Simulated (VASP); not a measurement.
# BiTe (Fm-3m) in VASP: vibrations by perturbation theory with PBE

Aim: the vibrations by perturbation theory of BiTe with PBE.

Program: VASP 6.6.1. These are calculated values, not measurements. Logs are shortened: lines on timing, memory, paths and dates and some standing lists are left out, and cuts for length are marked.

**1. The cell of the first run**

It takes space group Fm-3m (No. 225, cubic). Conventional cell: a = 6.506 Å, b = 6.506 Å, c = 6.506 Å, α = 90.00°, β = 90.00°, γ = 90.00°. Within 4.3 Å of Bi (site symmetry m-3m) lie 6 Te at 3.25 Å. Within 4.3 Å of Te (site symmetry m-3m) lie 6 Bi at 3.25 Å.

**2. Vibrations by perturbation theory, PBE**

INCAR reads:

```
PREC = Accurate
ENCUT = 500
EDIFF = 1E-8
ISMEAR = 1
SIGMA = 0.2
LREAL = False
LASPH = True
NELM = 120
ALGO = Normal
ISIF = 2
LWAVE = False
LCHARG = False
GGA = PE
NBANDS = 18
IBRION = 8
NSW = 1
GGA_COMPAT = False
```

KPOINTS reads:

```
regular mesh
0
Gamma
  10 10 10
```

POSCAR reads:

```
BiTe
1.0
    0.0000000000      3.2529965739      3.2529965739
    3.2529965739      0.0000000000      3.2529965739
    3.2529965739      3.2529965739      0.0000000000
Bi Te
1 1
Direct
    0.5000000000      0.5000000000      0.5000000000
    0.0000000000      0.0000000000      0.0000000000
```

Potentials or basis: VASP PAW PBE potentials, release 64 (Bi_d, Te).

On the command line:

```sh
> cat potpaw_PBE.64/Bi_d/POTCAR potpaw_PBE.64/Te/POTCAR > POTCAR
> mpirun -np 1 vasp_std > vasp.out
```

OUTCAR:

```text
PREC = Accurate
   ENCUT = 500
   EDIFF = 1E-8
   ISMEAR = 1
   LREAL = False
   LASPH = True
   NELM = 120
   ISIF = 2
   GGA = PE
   IBRION = 8
   NSW = 1

 ion  position               nearest neighbor table
   1  0.500  0.500  0.500-   2 3.25   2 3.25   2 3.25   2 3.25   2 3.25   2 3.25
   2  0.000  0.000  0.000-   1 3.25   1 3.25   1 3.25   1 3.25   1 3.25   1 3.25

  LATTYP: Found a face centered cubic cell.
 ALAT       =     6.5059931478

  Lattice vectors:

 A1 = (   0.0000000000,   3.2529965739,   3.2529965739)
 A2 = (   3.2529965739,   0.0000000000,   3.2529965739)
 A3 = (   3.2529965739,   3.2529965739,   0.0000000000)

Analysis of symmetry for initial positions (statically):
=====================================================================
 Subroutine PRICEL returns:
 Original cell was already a primitive cell.

 Routine SETGRP: Setting up the symmetry group for a
 face centered cubic supercell.

 Subroutine GETGRP returns: Found 48 space group operations
 (whereof 48 operations were pure point group operations)
 out of a pool of 48 trial point group operations.

The static configuration has the point symmetry O_h .

Analysis of symmetry for dynamics (positions and initial velocities):
=====================================================================
 Subroutine PRICEL returns:
 Original cell was already a primitive cell.

 Routine SETGRP: Setting up the symmetry group for a
 face centered cubic supercell.

 Subroutine GETGRP returns: Found 48 space group operations
 (whereof 48 operations were pure point group operations)
 out of a pool of 48 trial point group operations.

The dynamic configuration has the point symmetry O_h .

 Subroutine INISYM returns: Found 48 space group operations
 (whereof 48 operations are pure point group operations),
 and found     1 'primitive' translations

----------------------------------------------------------------------------------------

                                     Primitive cell

  volume of cell :      68.8463

  direct lattice vectors                    reciprocal lattice vectors
     0.000000000  3.252996574  3.252996574    -0.153704435  0.153704435  0.153704435
     3.252996574  0.000000000  3.252996574     0.153704435 -0.153704435  0.153704435
     3.252996574  3.252996574  0.000000000     0.153704435  0.153704435 -0.153704435

  length of vectors
     4.600431873  4.600431873  4.600431873     0.266223891  0.266223891  0.266223891

  position of ions in fractional coordinates (direct lattice)
[... 8 lines left out ...]
----------------------------------------------------------------------------------------

 KPOINTS: regular mesh

Automatic generation of k-mesh.
 Grid dimensions read from file:
 generate k-points for:   10   10   10

 Generating k-lattice:

  Cartesian coordinates                     Fractional coordinates (reciprocal lattice)
    -0.015370443  0.015370443  0.015370443     0.100000000  0.000000000  0.000000000
     0.015370443 -0.015370443  0.015370443     0.000000000  0.100000000  0.000000000
     0.015370443  0.015370443 -0.015370443     0.000000000  0.000000000  0.100000000

  Length of vectors
     0.026622389  0.026622389  0.026622389

  Shift w.r.t. Gamma in fractional coordinates (k-lattice)
     0.000000000  0.000000000  0.000000000

 Subroutine IBZKPT returns following result:
 ===========================================

 Found     47 irreducible k-points:
[... 68 lines left out ...]
  Fermi-wavevector in a.u.,A,eV,Ry     =   1.102015  2.082507 16.523431  1.214438
  Thomas-Fermi vector in A             =   2.238452
   LORBIT       =      0    0 simple, 1 ext, 2 COOP (PROOUT), +10 PAW based schemes
   GGA     = PE    functional components
   LHFCALC =     F    Hartree Fock is set to
   AEXX    =    0.0000 exact exchange contribution
   IVDW    =     0    specifies the selected vdW correction
   LEPSILON=     F    determine dielectric tensor
   LRPA    =     F    only Hartree local field effects (RPA)
 non-spin polarized calculation
 Methfessel and Paxton  Order N= 1 SIGMA  =   0.20
  energy-cutoff  :      500.00
  volume of cell :       68.85
 maximum number of plane-waves:      1807
 NGX is ok and might be reduce to    36
   NGX = 17   NGY = 17   NGZ = 17

--------------------------------------- Ionic step        1  -------------------------------------------

 number of electron      20.9999996 magnetization

 Free energy of the ion-electron system (eV)
  ---------------------------------------------------
  ext. energy  EPLUGINS =         0.00000000
  ---------------------------------------------------
  free energy    TOTEN  =        -7.17430719 eV

  energy without entropy =       -7.17452550  energy(sigma->0) =       -7.17437996

 E-fermi :   6.4506     XC(G=0):  -9.3601

 val. band max:        6.4413128293   @ k =   0.2000   0.2000   0.0000
 cond. band min:       6.4520951462   @ k =  -0.2000   0.1000   0.0000
 fundamental gap:      0.0107823169
 Fermi energy:         6.4506090679

 k-point     1 :       0.0000    0.0000    0.0000
  band No.  band energies     occupation
      1     -16.6961      2.00000
      2     -16.6961      2.00000
      3     -16.6940      2.00000
      4     -16.6940      2.00000
      5     -16.6940      2.00000
      6      -6.9591      2.00000
[... 481 lines left out ...]
      5     -16.6863      2.00000
      6      -5.6823      2.00000
[... 10 lines left out ...]
     17      15.3677      0.00000
     18      15.4475      0.00000

 [... further k-points ...]

------------------------ aborting loop because EDIFF is reached ----------------------------------------

  FORCE on cell =-STRESS in cart. coord.  units (eV):
  Direction    XX          YY          ZZ          XY          YZ          ZX
  --------------------------------------------------------------------------------------
  -------------------------------------------------------------------------------------
  Total       -0.0388040     -0.0388040     -0.0388040     -0.0000000     -0.0000000      0.0000000
  in kB       -0.9030387     -0.9030387     -0.9030387     -0.0000000     -0.0000000      0.0000000
  external PRESSURE =      -0.9030387 kB  Pullay stress =       0.0000000 kB

 VOLUME and BASIS-vectors are now :
 -----------------------------------------------------------------------------
  energy-cutoff  :      500.00
  volume of cell :       68.85
      direct lattice vectors                 reciprocal lattice vectors
     0.000000000  3.252996574  3.252996574    -0.153704435  0.153704435  0.153704435
     3.252996574  0.000000000  3.252996574     0.153704435 -0.153704435  0.153704435
     3.252996574  3.252996574  0.000000000     0.153704435  0.153704435 -0.153704435

 POSITION                                       TOTAL-FORCE (eV/Angst)
 -----------------------------------------------------------------------------------
      3.25300      3.25300      3.25300        -0.000000     -0.000000     -0.000000
      0.00000      0.00000      0.00000         0.000000      0.000000      0.000000
 -----------------------------------------------------------------------------------
    total drift:                                0.000000      0.000000      0.000000

  FREE ENERGIE OF THE ION-ELECTRON SYSTEM (eV)
  ---------------------------------------------------
  free  energy   TOTEN  =        -7.1743071949 eV

  energy  without entropy=       -7.1745255020  energy(sigma->0) =       -7.17437996

[... ionic steps 2 to 3 ...]

--------------------------------------- Ionic step        4  -------------------------------------------

------------------------ aborting loop because EDIFF is reached ----------------------------------------

[... ionic steps 5 to 6 ...]

--------------------------------------- Ionic step        7  -------------------------------------------

 Free energy of the ion-electron system (eV)
  ---------------------------------------------------
  ---------------------------------------------------
  free energy    TOTEN  =        -0.04681988 eV

  energy without entropy =       -0.04681988

------------------------ aborting loop because EDIFF is reached ----------------------------------------

 INTERNAL STRAIN TENSOR  FOR ION    2  DIRECTION 1   (eV/Angst):
 -----------------------------------------------------------------------------
     0.07960 -0.00000  0.00000
    -0.00000 -0.03616  0.00000
     0.00000  0.00000 -0.03616

 INTERNAL STRAIN TENSOR FOR ION    2 for displacements in x,y,z  (eV/Angst):
          X           Y           Z          XY          YZ          ZX
  --------------------------------------------------------------------------------
  x     0.00000     0.00000     0.00000     0.00000     0.00000     0.00000
  y     0.00000     0.00000     0.00000     0.00000     0.00000     0.00000
  z     0.00000     0.00000     0.00000     0.00000     0.00000     0.00000

 SECOND DERIVATIVES (NOT SYMMETRIZED)
 ------------------------------------
               1X          1Y          1Z          2X          2Y          2Z
  1X    -2.336307    0.000000    0.000000    2.336307    0.000000    0.000000
  1Y     0.000000   -2.336307    0.000000    0.000000    2.336307    0.000000
  1Z     0.000000    0.000000   -2.336307    0.000000    0.000000    2.336307
  2X     2.366253    0.000000    0.000000   -2.366253    0.000000    0.000000
  2Y     0.000000    2.366253    0.000000    0.000000   -2.366253    0.000000
  2Z     0.000000    0.000000    2.366253    0.000000    0.000000   -2.366253

 Eigenvectors and eigenvalues of the dynamical matrix
 ----------------------------------------------------

   1 f  =    2.695290 THz    16.935007 2PiTHz   89.905199 cm-1    11.146819 meV
             X         Y         Z           dx          dy          dz
      3.252997  3.252997  3.252997     0.613283    0.000000    0.000000
      0.000000  0.000000  0.000000    -0.789863   -0.000000    0.000000
[... 21 lines left out ...]
   6 f/i=    0.008314 THz     0.052240 2PiTHz    0.277332 cm-1     0.034385 meV
             X         Y         Z           dx          dy          dz
      3.252997  3.252997  3.252997    -0.047542    0.165918    0.770775
      0.000000  0.000000  0.000000    -0.036914    0.128826    0.598463

--------------------------------------------------------------------------------------------------------

 ELASTIC MODULI CONTR FROM IONIC RELAXATION (kBar)
 Direction    XX          YY          ZZ          XY          YZ          ZX
 --------------------------------------------------------------------------------
 XX           0.0000      0.0000      0.0000      0.0000      0.0000      0.0000
 YY           0.0000      0.0000      0.0000      0.0000      0.0000      0.0000
 ZZ           0.0000      0.0000      0.0000      0.0000      0.0000      0.0000
 XY           0.0000      0.0000      0.0000      0.0000      0.0000      0.0000
 YZ           0.0000      0.0000      0.0000      0.0000      0.0000      0.0000
 ZX           0.0000      0.0000      0.0000      0.0000      0.0000      0.0000
 --------------------------------------------------------------------------------
```

Run time: 6.5 min. Hardware: 1 thread of Intel Xeon Platinum 8488C (Sapphire Rapids), shared host; peak memory 0.46 GiB.

What came out:

* Highest phonon frequency at Γ, LO-TO splitting left out: 90 cm⁻¹

Phonon frequencies in cm⁻¹ (negative: imaginary):
```
              q point     frequencies
(0.000, 0.000, 0.000)  0 0 0 90 90 90
```

Caveat: spin-orbit coupling is left out, which moves the levels of the heavy elements.
